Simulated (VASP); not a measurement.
# AlN (P2_1) in VASP: a series of runs

AlN is run at these levels: PBEsol; tasks: single point.

Program: VASP 6.6.1. These are calculated values, not measurements. Logs are shortened: lines on timing, memory, paths and dates and some standing lists are left out, and cuts for length are marked.

### 1 The cell of the first run

Symmetry: P2_1, No. 4, monoclinic system. The conventional cell has a = 3.114 Å, b = 4.983 Å, c = 3.114 Å, α = 90.00°, β = 120.00°, γ = 90.00°. Al (site symmetry 1) has 4 N at 1.79 to 1.95 Å within 2.4 Å. Within 2.4 Å of N (site symmetry 1) lie 4 Al at 1.79 to 1.95 Å.

### 2 Single point, PBEsol (atoms displaced along several vibrational modes)

Contents of INCAR:

```
SYSTEM = AlN
  ALGO = Normal
  EDIFF = 1E-6
  ENCUT = 520
  GGA = PS
  ISIF = 2
  ISMEAR = 0
  LASPH = .True.
  LCHARG = .False.
  LREAL = .False.
  LWAVE = .False.
  NBANDS = 26
  NELM = 60
  PREC = Accurate
  SIGMA = 0.05
```

Contents of KPOINTS:

```
k-points
0
Gamma
  8 8 8
  0 0 0
```

Contents of POSCAR:

```
AlN
1.0
   -3.1135599857      0.0000000000      0.0000000000
    0.0000000000      5.3928440876      0.0000000000
    1.5567799928     -2.6964220438     -4.9833504711
Al N
4 4
Direct
    1.0275054055      0.3385941251      0.9984838769
    0.5275054055      0.8385941251      0.9984838769
    0.2209784714      0.9098897518      0.4984838769
    0.7209784714      0.4098897518      0.4984838769
    0.7830108018      0.1545743361      0.6165216865
    0.2830108018      0.6545743361      0.6165216865
    0.0835108847      0.7119473504      0.1165216865
    0.5835108847      0.2119473504      0.1165216865
```

Potentials or basis: VASP PAW PBE potentials, release 64 (Al, N).

Started as:

```console
$ cat potpaw_PBE.64/Al/POTCAR potpaw_PBE.64/N/POTCAR > POTCAR
$ mpirun -np 1 vasp_std > vasp.out
```

OUTCAR:

```text
SYSTEM = AlN
   EDIFF = 1E-6
   ENCUT = 520
   GGA = PS
   ISIF = 2
   ISMEAR = 0
   LASPH = .True.
   LREAL = .False.
   NELM = 60
   PREC = Accurate

 ion  position               nearest neighbor table
   1  0.028  0.339  0.998-   7 1.79   5 1.91   8 1.93   8 1.95   3 3.01   4 3.01   3 3.04   4 3.04
                             2 3.11   2 3.11   2 3.11   2 3.11   4 3.18   3 3.18
   2  0.528  0.839  0.998-   8 1.79   6 1.91   7 1.93   7 1.95   4 3.01   3 3.01   4 3.04   3 3.04
                             1 3.11   1 3.11   1 3.11   1 3.11   3 3.18   4 3.18
   3  0.221  0.910  0.498-   6 1.79   7 1.91   5 1.93   5 1.95   1 3.01   2 3.01   1 3.04   2 3.04
                             4 3.11   4 3.11   4 3.11   4 3.11   2 3.18   1 3.18
   4  0.721  0.410  0.498-   5 1.79   8 1.91   6 1.93   6 1.95   2 3.01   1 3.01   2 3.04   1 3.04
                             3 3.11   3 3.11   3 3.11   3 3.11   1 3.18   2 3.18
   5  0.783  0.155  0.617-   4 1.79   1 1.91   3 1.93   3 1.95
   6  0.283  0.655  0.617-   3 1.79   2 1.91   4 1.93   4 1.95
   7  0.084  0.712  0.117-   1 1.79   3 1.91   2 1.93   2 1.95
   8  0.584  0.212  0.117-   2 1.79   4 1.91   1 1.93   1 1.95

  LATTYP: Found a body centered orthorhombic cell.
 ALAT       =     3.1135599857
 B/A-ratio  =     1.7320508076
 C/A-ratio  =     3.2010627667

  Lattice vectors:

 A1 = (  -1.5567799928,   2.6964220438,   4.9833504711)
 A2 = (   1.5567799929,  -2.6964220438,   4.9833504711)
 A3 = (   1.5567799928,   2.6964220438,  -4.9833504711)

Analysis of symmetry for initial positions (statically):
=====================================================================
 Subroutine PRICEL returns following result:

  LATTYP: Found a hexagonal cell.
 ALAT       =     3.1135599857
 C/A-ratio  =     1.6005313834

  Lattice vectors:

 A1 = (   3.1135599857,  -0.0000000000,   0.0000000000)
 A2 = (  -1.5567799929,  -2.6964220438,   0.0000000000)
 A3 = (  -0.0000000000,   0.0000000000,  -4.9833504711)

   2 primitive cells build up your supercell.

 Routine SETGRP: Setting up the symmetry group for a
 body centered orthorhombic supercell.

 Subroutine GETGRP returns: Found  2 space group operations
 (whereof  1 operations were pure point group operations)
 out of a pool of  8 trial point group operations.

The static configuration has the point symmetry C_1 .
 The point group associated with its full space group is C_2 .

Analysis of symmetry for dynamics (positions and initial velocities):
=====================================================================
 Subroutine PRICEL returns following result:

  LATTYP: Found a hexagonal cell.
 ALAT       =     3.1135599857
 C/A-ratio  =     1.6005313834

  Lattice vectors:

 A1 = (   3.1135599857,  -0.0000000000,   0.0000000000)
 A2 = (  -1.5567799929,  -2.6964220438,   0.0000000000)
 A3 = (  -0.0000000000,   0.0000000000,  -4.9833504711)

   2 primitive cells build up your supercell.

 Routine SETGRP: Setting up the symmetry group for a
 body centered orthorhombic supercell.

 Subroutine GETGRP returns: Found  2 space group operations
 (whereof  1 operations were pure point group operations)
 out of a pool of  8 trial point group operations.

The dynamic configuration has the point symmetry C_1 .
 The point group associated with its full space group is C_2 .

 Subroutine INISYM returns: Found  2 space group operations
 (whereof  1 operations are pure point group operations),
 and found     2 'primitive' translations

----------------------------------------------------------------------------------------

                                     Primitive cell

  volume of cell :      41.8376

  direct lattice vectors                    reciprocal lattice vectors
     3.113559986 -0.000000000  0.000000000     0.321175762 -0.185430912 -0.000000000
    -1.556779993 -2.696422044  0.000000000    -0.000000000 -0.370861825 -0.000000000
    -0.000000000  0.000000000 -4.983350471     0.000000000  0.000000000 -0.200668206

  length of vectors
     3.113559986  3.113559986  4.983350471     0.370861825  0.370861825  0.200668206

  position of ions in fractional coordinates (direct lattice)
     0.632384346  0.321295627  0.998483877
     0.367615654  0.678704373  0.498483877
     0.678936549  0.307373014  0.616521687
     0.321063451  0.692626986  0.116521687

  ion indices of the primitive-cell ions
   primitive index   ion index
                 1           1
                 2           4
                 3           5
                 4           7

----------------------------------------------------------------------------------------

 KPOINTS: k-points

Automatic generation of k-mesh.
 Grid dimensions read from file:
 generate k-points for:    8    8    8

 Generating k-lattice:

  Cartesian coordinates                     Fractional coordinates (reciprocal lattice)
    -0.040146970  0.000000000 -0.012541763     0.125000000  0.000000000  0.000000000
     0.000000000  0.023178864 -0.012541763     0.000000000  0.125000000  0.000000000
     0.000000000  0.000000000 -0.025083526     0.000000000  0.000000000  0.125000000

  Length of vectors
     0.042060374  0.026354422  0.025083526

  Shift w.r.t. Gamma in fractional coordinates (k-lattice)
     0.000000000  0.000000000  0.000000000

 Subroutine IBZKPT returns following result:
 ===========================================

 Found    150 irreducible k-points:

 Following reciprocal coordinates:
            Coordinates               Weight
  0.000000  0.000000  0.000000      1.000000
  0.125000  0.000000  0.000000      4.000000
  0.250000  0.000000  0.000000      4.000000
  0.375000  0.000000  0.000000      4.000000
  0.500000  0.000000  0.000000      2.000000
  0.000000  0.125000  0.000000      4.000000
[... 16 lines left out ...]
  0.125000 -0.250000 -0.125000      4.000000
  0.250000  0.250000  0.000000      4.000000
 [... further k-points ...]
   k-points           NKPTS =    150   k-points in BZ     NKDIM =    150   number of bands    NBANDS=     26
   number of dos      NEDOS =    301   number of ions     NIONS =      8
   total plane-waves  NPLWV =  46080
   dimension x,y,z NGX =    24 NGY =   40 NGZ =   48
   dimension x,y,z NGXF=    48 NGYF=   80 NGZF=   96
   ions per type =               4   4
   NGX,Y,Z   is equivalent  to a cutoff of  12.81, 12.33, 13.58 a.u.
   NGXF,Y,Z  is equivalent  to a cutoff of  25.63, 24.66, 27.16 a.u.
 SYSTEM =  AlN
   PREC   = accura    normal or accurate (medium, high low for compatibility)
   ISTART =      0    job   : 0-new  1-cont  2-samecut
   ICHARG =      2    charge: 1-file 2-atom 10-const
   ISPIN  =      1    spin polarized calculation?
   LNONCOLLINEAR =      F non collinear calculations
   LSORBIT =      F    spin-orbit coupling
   LASPH  =      T    aspherical Exc in radial PAW
   ENCUT  =  520.0 eV  38.22 Ry    6.18 a.u.   5.79 10.03 10.93*2*pi/ulx,y,z
   NELM   =     60;   NELMIN=  2; NELMDL= -5     # of ELM steps
   EDIFF  = 0.1E-05   stopping-criterion for ELM
   LREAL  =      F    real-space projection
   EDIFFG = 0.1E-04   stopping-criterion for IOM
   NSW    =      0    number of steps for IOM
   IBRION =     -1    ionic relax: 0-MD 1-quasi-New 2-CG
   NFREE  =      0    steps in history (QN), initial steepest desc. (CG)
   ISIF   =      2    stress and relaxation
   ISYM   =      2    0-nonsym 1-usesym 2-fastsym
   POTIM  = 0.5000    time-step for ionic-motion
   TEBEG  =    0.0;   TEEND  =   0.0 temperature during run
   PSTRESS=    0.0 pullay stress
   NELECT =      32.0000    total number of electrons
   NUPDOWN=      -1.0000    fix difference up-down
   EMIN   =  10.00;   EMAX   =-10.00  energy-range for DOS
   EFERMI =   0.00;   METHOD = LEGACY
   ISMEAR =     0;   SIGMA  =   0.05  broadening in eV -4-tet -1-fermi 0-gaus
   EFERMI_NEDOS =   21; number of points for ismear=-14 and -15
   IALGO  =     38    algorithm
   IMIX   =      4    mixing-type and parameters
     AMIX     =   0.40;   BMIX     =  1.00
     AMIX_MAG =   1.60;   BMIX_MAG =  1.00
  volume/ion in A,a.u.               =      10.46        70.58
  Fermi-wavevector in a.u.,A,eV,Ry     =   1.188300  2.245561 19.212190  1.412056
  Thomas-Fermi vector in A             =   2.324432
   LORBIT       =      0    0 simple, 1 ext, 2 COOP (PROOUT), +10 PAW based schemes
   GGA     = PS    functional components
   LHFCALC =     F    Hartree Fock is set to
   AEXX    =    0.0000 exact exchange contribution
   IVDW    =     0    specifies the selected vdW correction
   LEPSILON=     F    determine dielectric tensor
   LRPA    =     F    only Hartree local field effects (RPA)
 non-spin polarized calculation
 Gauss-broadening in eV      SIGMA  =   0.05
  energy-cutoff  :      520.00
  volume of cell :       83.68
 maximum number of plane-waves:      2272
   NGX = 11   NGY = 21   NGZ = 21

 number of electron      32.0000000 magnetization

 Free energy of the ion-electron system (eV)
  ---------------------------------------------------
  ext. energy  EPLUGINS =         0.00000000
  ---------------------------------------------------
  free energy    TOTEN  =       -62.16475538 eV

  energy without entropy =      -62.16475538  energy(sigma->0) =      -62.16475538

 E-fermi :   6.3311     XC(G=0): -11.1012

 val. band max:        6.1131203947   @ k =   0.0000   0.0000   0.0000
 cond. band min:      10.1029281350   @ k =   0.0000   0.0000   0.0000
 fundamental gap:      3.9898077403
 Fermi energy:         6.3310779357

 k-point     1 :       0.0000    0.0000    0.0000
  band No.  band energies     occupation
      1      -9.1112      2.00000
      2      -6.9285      2.00000
      3      -6.7242      2.00000
      4      -6.7242      2.00000
      5       0.0053      2.00000
      6       0.2707      2.00000
[... 18 lines left out ...]
     25      17.4448      0.00000
     26      17.4448      0.00000
[... 644 lines left out ...]
      4      -6.4309      2.00000
      5       1.1115      2.00000
      6       1.2490      2.00000
[... 18 lines left out ...]
     25      16.8910      0.00000
     26      16.9264      0.00000

 [... further k-points ...]

------------------------ aborting loop because EDIFF is reached ----------------------------------------

  FORCE on cell =-STRESS in cart. coord.  units (eV):
  Direction    XX          YY          ZZ          XY          YZ          ZX
  --------------------------------------------------------------------------------------
  -------------------------------------------------------------------------------------
  Total       -3.9043799      5.8546564      0.3557845     -0.3433017      0.0000000      0.0000000
  in kB      -74.7594540    112.1025424      6.8124144     -6.5733987      0.0000000      0.0000000
  external PRESSURE =      14.7185009 kB  Pullay stress =       0.0000000 kB

 VOLUME and BASIS-vectors are now :
 -----------------------------------------------------------------------------
  energy-cutoff  :      520.00
  volume of cell :       83.68
      direct lattice vectors                 reciprocal lattice vectors
    -3.113559986  0.000000000  0.000000000    -0.321175762  0.000000000 -0.100334103
     0.000000000  5.392844088  0.000000000     0.000000000  0.185430912 -0.100334103
     1.556779993 -2.696422044 -4.983350471     0.000000000  0.000000000 -0.200668206

 POSITION                                       TOTAL-FORCE (eV/Angst)
 -----------------------------------------------------------------------------------
      1.46878     -0.86635     -4.97580         0.428180     -1.651176      0.237186
     -0.08800      1.83007     -4.97580         0.428180     -1.651176      0.237186
      0.08800      3.56277     -2.48412        -0.428180      1.651176      0.237186
     -1.46878      0.86635     -2.48412        -0.428180      1.651176      0.237186
     -1.47816     -0.82881     -3.07234        -0.233695     -1.855085     -0.237186
      0.07862      1.86761     -3.07234        -0.233695     -1.855085     -0.237186
     -0.07862      3.52523     -0.58067         0.233695      1.855085     -0.237186
     -1.63540      0.82881     -0.58067         0.233695      1.855085     -0.237186
 -----------------------------------------------------------------------------------
    total drift:                               -0.000004      0.000005      0.000709

  FREE ENERGIE OF THE ION-ELECTRON SYSTEM (eV)
  ---------------------------------------------------
  free  energy   TOTEN  =       -62.1647553816 eV

  energy  without entropy=      -62.1647553816  energy(sigma->0) =      -62.16475538
```

Run time: 9 min. Hardware: 1 thread of Intel Xeon 8259CL, shared host; peak memory 0.37 GiB.

Results:

```
Free energy            : -62.1648 eV
Pressure               : 1.5 GPa
Largest force          : 1.885 eV/Å
Band gap on the k mesh : 3.99 eV
```

Forces on the atoms (eV/Å):
```
Al   0.428 -1.651  0.237
Al   0.428 -1.651  0.237
Al  -0.428  1.651  0.237
Al  -0.428  1.651  0.237
N   -0.234 -1.855 -0.237
N   -0.234 -1.855 -0.237
N    0.234  1.855 -0.237
N    0.234  1.855 -0.237
```

Stress tensor (GPa, compression positive):
```
-7.48 -0.66  0.00
-0.66 11.21  0.00
 0.00  0.00  0.68
```

Caveat: the cell differs from its parent crystal (atoms displaced along several vibrational modes); the stress differs along the axes, from -7 to 11 GPa; the PAW data sets were made with another functional, which shifts forces and pressure a little. A k mesh can miss the band edges.

### 3 Single point, PBEsol (atoms displaced along several vibrational modes)

Contents of INCAR:

```
SYSTEM = AlN
PREC = Accurate
ENCUT = 520
EDIFF = 1E-6
ISMEAR = 0
SIGMA = 0.05
LREAL = .False.
LASPH = .True.
NELM = 80
ALGO = Normal
ISIF = 2
LWAVE = .False.
LCHARG = .True.
GGA = PS
LELF = .True.
LVHAR = .True.
NBANDS = 26
```

Contents of KPOINTS:

```
Automatic mesh
0
Gamma
  8 8 8
  0 0 0
```

Contents of POSCAR:

```
AlN
1.0
   -3.1135599857      0.0000000000      0.0000000000
    0.0000000000      5.3928440876      0.0000000000
    1.5567799928     -2.6964220438     -4.9833504711
Al N
4 4
Direct
    1.0218527121      0.3385941251      0.9984838769
    0.5218527121      0.8385941251      0.9984838769
    0.2266311648      0.9098897518      0.4984838769
    0.7266311648      0.4098897518      0.4984838769
    0.7880608101      0.1545743361      0.6165216865
    0.2880608101      0.6545743361      0.6165216865
    0.0784608764      0.7119473504      0.1165216865
    0.5784608764      0.2119473504      0.1165216865
```

Potentials or basis: VASP PAW PBE potentials, release 64 (Al, N).

Started as:

```console
$ cat potpaw_PBE.64/Al/POTCAR potpaw_PBE.64/N/POTCAR > POTCAR
$ mpirun -np 1 vasp_std > vasp.out
```

Run time: 4.4 min. Hardware: 1 thread of Intel Xeon Platinum 8259CL at 2.50GHz (Skylake/Cascade Lake), shared host; peak memory 0.36 GiB.

The run converged. Its results:

* Free energy: -62.2051 eV
* Pressure: 1.6 GPa
* Largest force: 1.882 eV/Å
* Band gap on the k mesh: 4.02 eV

Forces in eV/Å, atoms in the order of the input:
```
Al   0.343 -1.664  0.218
Al   0.343 -1.664  0.218
Al  -0.343  1.664  0.218
Al  -0.343  1.664  0.218
N   -0.187 -1.860 -0.218
N   -0.187 -1.860 -0.218
N    0.187  1.860 -0.218
N    0.187  1.860 -0.218
```

Stress tensor (GPa, compression positive):
```
-7.22 -0.52  0.00
-0.52 11.18  0.00
 0.00  0.00  0.70
```

Levels at points of the mesh, in eV from the valence-band top:
| k point | band 13 | band 14 | band 15 | band 16 | band 17 | band 18 | band 19 | band 20 |
| --- | --- | --- | --- | --- | --- | --- | --- | --- |
| (0.00, 0.00, 0.00) | -0.66 | -0.44 | -0.12 | 0.00 | 4.02 | 4.89 | 4.89 | 6.48 |
| (0.50, 0.00, 0.00) | -2.28 | -2.28 | -0.82 | -0.82 | 5.81 | 5.81 | 7.19 | 7.19 |
| (0.00, 0.50, 0.00) | -0.70 | -0.70 | -0.47 | -0.47 | 5.71 | 5.71 | 7.18 | 7.18 |
| (0.50, 0.50, 0.00) | -1.41 | -1.33 | -1.33 | -0.79 | 4.96 | 5.12 | 5.12 | 5.78 |
| (0.50, 0.50, 0.50) | -1.62 | -1.55 | -1.55 | -0.91 | 5.35 | 5.35 | 5.68 | 5.74 |
| (0.00, 0.00, 0.50) | -0.79 | -0.59 | -0.41 | -0.41 | 5.47 | 6.16 | 6.25 | 6.25 |

Caveat: the cell differs from its parent crystal (atoms displaced along several vibrational modes); the stress differs along the axes, from -7 to 11 GPa; the PAW data sets were made with another functional, which shifts forces and pressure a little. A k mesh can miss the band edges.
